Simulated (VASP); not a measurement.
# Bi (Pm-3m) in VASP: a series of runs

Runs on Bi. Level: RPBE. Tasks: single point.

Everything below comes from runs of VASP 6.6.1. Logs are shortened: lines on timing, memory, paths and dates and some standing lists are left out, and cuts for length are marked.

### Step 1. The cell of the first run

It takes space group Pm-3m (No. 221, cubic). Conventional cell: a = 3.171 Å, b = 3.171 Å, c = 3.171 Å, α = 90.00°, β = 90.00°, γ = 90.00°. Bi (site symmetry m-3m) has 6 Bi at 3.17 Å within 4.2 Å.

### Step 2. Single point, RPBE (volume scaled by 0.88)

The input, INCAR:

```
PREC     = Accurate       # precision mode
ENCUT    = 520            # plane-wave cutoff, eV
EDIFF    = 1E-7           # SCF threshold, eV
ISMEAR   = -1             # smearing method
SIGMA    = 0.1            # smearing width, eV
LREAL    = F              # projectors in reciprocal space
LASPH    = T              # aspherical terms in the spheres
NELM     = 80             # most SCF steps
ALGO     = Normal         # electronic algorithm
ISIF     = 2              # what is computed and relaxed
LWAVE    = F              # write WAVECAR
LCHARG   = F              # write CHGCAR
GGA      = RP             # functional
NBANDS   = 14             # bands
```

The input, KPOINTS:

```
regular mesh
0
Gamma
  11 11 11
```

The input, POSCAR:

```
Bi
1.0
    3.1707607427      0.0000000000      0.0000000000
    0.0000000000      3.1707607427      0.0000000000
    0.0000000000      0.0000000000      3.1707607427
Bi
1
Direct
    0.0000000000      0.0000000000      0.0000000000
```

Potentials or basis: VASP PAW PBE potentials, release 64 (Bi_d).

Command:

```bash
$ cat potpaw_PBE.64/Bi_d/POTCAR > POTCAR
$ mpirun -np 1 vasp_std > vasp.out
```

OUTCAR:

```text
PREC = Accurate
   ENCUT = 520
   EDIFF = 1E-7
   ISMEAR = -1
   LREAL = F
   LASPH = T
   NELM = 80
   ISIF = 2
   GGA = RP

 ion  position               nearest neighbor table
   1  0.000  0.000  0.000-

  LATTYP: Found a simple cubic cell.
 ALAT       =     3.1707607427

  Lattice vectors:

 A1 = (   3.1707607427,   0.0000000000,   0.0000000000)
 A2 = (   0.0000000000,   3.1707607427,   0.0000000000)
 A3 = (   0.0000000000,   0.0000000000,   3.1707607427)

Analysis of symmetry for initial positions (statically):
=====================================================================
 Subroutine PRICEL returns:
 Original cell was already a primitive cell.

 Routine SETGRP: Setting up the symmetry group for a
 simple cubic supercell.

 Subroutine GETGRP returns: Found 48 space group operations
 (whereof 48 operations were pure point group operations)
 out of a pool of 48 trial point group operations.

The static configuration has the point symmetry O_h .

Analysis of symmetry for dynamics (positions and initial velocities):
=====================================================================
 Subroutine PRICEL returns:
 Original cell was already a primitive cell.

 Routine SETGRP: Setting up the symmetry group for a
 simple cubic supercell.

 Subroutine GETGRP returns: Found 48 space group operations
 (whereof 48 operations were pure point group operations)
 out of a pool of 48 trial point group operations.

The dynamic configuration has the point symmetry O_h .

 Subroutine INISYM returns: Found 48 space group operations
 (whereof 48 operations are pure point group operations),
 and found     1 'primitive' translations

----------------------------------------------------------------------------------------

                                     Primitive cell

  volume of cell :      31.8780

  direct lattice vectors                    reciprocal lattice vectors
     3.170760743  0.000000000  0.000000000     0.315381727  0.000000000  0.000000000
     0.000000000  3.170760743  0.000000000     0.000000000  0.315381727  0.000000000
     0.000000000  0.000000000  3.170760743     0.000000000  0.000000000  0.315381727

  length of vectors
     3.170760743  3.170760743  3.170760743     0.315381727  0.315381727  0.315381727

  position of ions in fractional coordinates (direct lattice)
     0.000000000  0.000000000  0.000000000

  ion indices of the primitive-cell ions
   primitive index   ion index
                 1           1

----------------------------------------------------------------------------------------

 KPOINTS: regular mesh

Automatic generation of k-mesh.
 Grid dimensions read from file:
 generate k-points for:   11   11   11

 Generating k-lattice:

  Cartesian coordinates                     Fractional coordinates (reciprocal lattice)
     0.028671066  0.000000000  0.000000000     0.090909091  0.000000000  0.000000000
     0.000000000  0.028671066  0.000000000     0.000000000  0.090909091  0.000000000
     0.000000000  0.000000000  0.028671066     0.000000000  0.000000000  0.090909091

  Length of vectors
     0.028671066  0.028671066  0.028671066

  Shift w.r.t. Gamma in fractional coordinates (k-lattice)
     0.000000000  0.000000000  0.000000000

 Subroutine IBZKPT returns following result:
 ===========================================

 Found     56 irreducible k-points:

 Following reciprocal coordinates:
            Coordinates               Weight
  0.000000  0.000000  0.000000      1.000000
  0.090909  0.000000  0.000000      6.000000
  0.181818  0.000000  0.000000      6.000000
  0.272727  0.000000  0.000000      6.000000
  0.363636  0.000000  0.000000      6.000000
  0.454545  0.000000  0.000000      6.000000
[... 16 lines left out ...]
  0.181818  0.090909  0.090909     24.000000
  0.272727  0.090909  0.090909     24.000000
 [... further k-points ...]
   k-points           NKPTS =     56   k-points in BZ     NKDIM =     56   number of bands    NBANDS=     14
   number of dos      NEDOS =    301   number of ions     NIONS =      1
   total plane-waves  NPLWV =  13824
   dimension x,y,z NGX =    24 NGY =   24 NGZ =   24
   dimension x,y,z NGXF=    48 NGYF=   48 NGZF=   48
   ions per type =               1
   NGX,Y,Z   is equivalent  to a cutoff of  12.58, 12.58, 12.58 a.u.
   NGXF,Y,Z  is equivalent  to a cutoff of  25.17, 25.17, 25.17 a.u.
 SYSTEM =  unknown system
   PREC   = accura    normal or accurate (medium, high low for compatibility)
   ISTART =      0    job   : 0-new  1-cont  2-samecut
   ICHARG =      2    charge: 1-file 2-atom 10-const
   ISPIN  =      1    spin polarized calculation?
   LNONCOLLINEAR =      F non collinear calculations
   LSORBIT =      F    spin-orbit coupling
   LASPH  =      T    aspherical Exc in radial PAW
   ENCUT  =  520.0 eV  38.22 Ry    6.18 a.u.   5.90  5.90  5.90*2*pi/ulx,y,z
   NELM   =     80;   NELMIN=  2; NELMDL= -5     # of ELM steps
   EDIFF  = 0.1E-06   stopping-criterion for ELM
   LREAL  =      F    real-space projection
   EDIFFG = 0.1E-05   stopping-criterion for IOM
   NSW    =      0    number of steps for IOM
   IBRION =     -1    ionic relax: 0-MD 1-quasi-New 2-CG
   NFREE  =      0    steps in history (QN), initial steepest desc. (CG)
   ISIF   =      2    stress and relaxation
   ISYM   =      2    0-nonsym 1-usesym 2-fastsym
   POTIM  = 0.5000    time-step for ionic-motion
   TEBEG  =    0.0;   TEEND  =   0.0 temperature during run
   PSTRESS=    0.0 pullay stress
   NELECT =      15.0000    total number of electrons
   NUPDOWN=      -1.0000    fix difference up-down
   EMIN   =  10.00;   EMAX   =-10.00  energy-range for DOS
   EFERMI =   0.00;   METHOD = LEGACY
   ISMEAR =    -1;   SIGMA  =   0.10  broadening in eV -4-tet -1-fermi 0-gaus
   EFERMI_NEDOS =   21; number of points for ismear=-14 and -15
   IALGO  =     38    algorithm
   IMIX   =      4    mixing-type and parameters
     AMIX     =   0.40;   BMIX     =  1.00
     AMIX_MAG =   1.60;   BMIX_MAG =  1.00
  volume/ion in A,a.u.               =      31.88       215.12
  Fermi-wavevector in a.u.,A,eV,Ry     =   1.273332  2.406249 22.060150  1.621375
  Thomas-Fermi vector in A             =   2.406162
   LORBIT       =      0    0 simple, 1 ext, 2 COOP (PROOUT), +10 PAW based schemes
   GGA     = RP    functional components
   LHFCALC =     F    Hartree Fock is set to
   AEXX    =    0.0000 exact exchange contribution
   IVDW    =     0    specifies the selected vdW correction
   LEPSILON=     F    determine dielectric tensor
   LRPA    =     F    only Hartree local field effects (RPA)
 non-spin polarized calculation
  energy-cutoff  :      520.00
  volume of cell :       31.88
 maximum number of plane-waves:       876
 NGX is ok and might be reduce to    24
   NGX = 11   NGY = 11   NGZ = 11

 number of electron      15.0000009 magnetization

 Free energy of the ion-electron system (eV)
  ---------------------------------------------------
  ext. energy  EPLUGINS =         0.00000000
  ---------------------------------------------------
  free energy    TOTEN  =        -3.37591768 eV

  energy without entropy =       -3.35629077  energy(sigma->0) =       -3.36610422

 E-fermi :   7.5832     XC(G=0):  -9.9378

 val. band max:        7.5340828302   @ k =   0.1818   0.0909   0.0909
 cond. band min:       7.6863540537   @ k =   0.1818   0.1818   0.0000
 fundamental gap:      0.1522712234
 Fermi energy:         7.5832398333

 k-point     1 :       0.0000    0.0000    0.0000
  band No.  band energies     occupation
      1     -15.5298      2.00000
      2     -15.5298      2.00000
      3     -15.1233      2.00000
      4     -15.1233      2.00000
      5     -15.1233      2.00000
      6      -6.0088      2.00000
      7      10.9614      0.00000
      8      10.9614      0.00000
      9      10.9614      0.00000
     10      14.3776      0.00000
     11      15.6344      0.00000
     12      15.6344      0.00000
     13      24.7752      0.00000
     14      24.7752      0.00000

 k-point     2 :       0.0909    0.0000    0.0000
  band No.  band energies     occupation
      1     -15.5284      2.00000
      2     -15.5033      2.00000
      3     -15.1318      2.00000
      4     -15.1318      2.00000
      5     -15.1226      2.00000
      6      -5.8958      2.00000
      7       9.5573      0.00000
      8      11.0895      0.00000
      9      11.0895      0.00000
     10      14.7995      0.00000
     11      15.7138      0.00000
     12      16.8983      0.00000
     13      24.0350      0.00000
     14      24.5759      0.00000

 k-point     3 :       0.1818    0.0000    0.0000
  band No.  band energies     occupation
      1     -15.5245      2.00000
      2     -15.4322      2.00000
      3     -15.1546      2.00000
      4     -15.1546      2.00000
      5     -15.1208      2.00000
      6      -5.5630      2.00000
      7       7.2945      1.89445
      8      11.4558      0.00000
      9      11.4558      0.00000
     10      15.1680      0.00000
     11      15.9537      0.00000
     12      19.6417      0.00000
     13      22.6051      0.00000
     14      23.6675      0.00000
[... 324 lines left out ...]
 k-point    23 :       0.1818    0.0909    0.0909
  band No.  band energies     occupation
      1     -15.4840      2.00000
      2     -15.4157      2.00000
      3     -15.1635      2.00000
      4     -15.1627      2.00000
      5     -15.1378      2.00000
      6      -5.3382      2.00000
      7       7.5341      1.24095
      8      10.0894      0.00000
      9      10.2574      0.00000
     10      16.9563      0.00000
     11      17.4176      0.00000
     12      19.6935      0.00000
     13      21.2238      0.00000
     14      21.6844      0.00000

 k-point    24 :       0.2727    0.0909    0.0909
  band No.  band energies     occupation
      1     -15.4791      2.00000
      2     -15.3215      2.00000
      3     -15.1939      2.00000
      4     -15.1929      2.00000
      5     -15.1353      2.00000
      6      -4.8158      2.00000
      7       5.3920      2.00000
      8      10.6376      0.00000
      9      10.7949      0.00000
     10      17.1978      0.00000
     11      17.6384      0.00000
     12      19.8421      0.00000
     13      19.8789      0.00000
     14      22.8844      0.00000

 [... further k-points ...]

------------------------ aborting loop because EDIFF is reached ----------------------------------------

  FORCE on cell =-STRESS in cart. coord.  units (eV):
  Direction    XX          YY          ZZ          XY          YZ          ZX
  --------------------------------------------------------------------------------------
  -------------------------------------------------------------------------------------
  Total        1.4553200      1.4553200      1.4553200     -0.0000000      0.0000000      0.0000000
  in kB       73.1439923     73.1439923     73.1439923     -0.0000000      0.0000000      0.0000000
  external PRESSURE =      73.1439923 kB  Pullay stress =       0.0000000 kB

 VOLUME and BASIS-vectors are now :
 -----------------------------------------------------------------------------
  energy-cutoff  :      520.00
  volume of cell :       31.88
      direct lattice vectors                 reciprocal lattice vectors
     3.170760743  0.000000000  0.000000000     0.315381727  0.000000000  0.000000000
     0.000000000  3.170760743  0.000000000     0.000000000  0.315381727  0.000000000
     0.000000000  0.000000000  3.170760743     0.000000000  0.000000000  0.315381727

 POSITION                                       TOTAL-FORCE (eV/Angst)
 -----------------------------------------------------------------------------------
      0.00000      0.00000      0.00000         0.000000      0.000000      0.000000
 -----------------------------------------------------------------------------------
    total drift:                                0.000000     -0.000000      0.000000

  FREE ENERGIE OF THE ION-ELECTRON SYSTEM (eV)
  ---------------------------------------------------
  free  energy   TOTEN  =        -3.3759176775 eV

  energy  without entropy=       -3.3562907718  energy(sigma->0) =       -3.36610422
```

Run time: 7.8 s. Hardware: 1 thread of Intel Xeon Platinum 8488C (Sapphire Rapids), shared host; peak memory 0.14 GiB.

Results:

* Free energy: -3.3759 eV
* Pressure: 7.3 GPa

Levels at points of the mesh, in eV from the Fermi level:
```tsv
k point	band 5	band 6	band 7	band 8	band 9	band 10
(0.00, 0.00, 0.00)	-22.71	-13.59	3.38	3.38	3.38	6.79
```

Caveat: the PAW data sets were made with another functional, which shifts forces and pressure a little; spin-orbit coupling is left out, which moves the levels of the heavy elements.

(Part 1 of 2 ends here.)
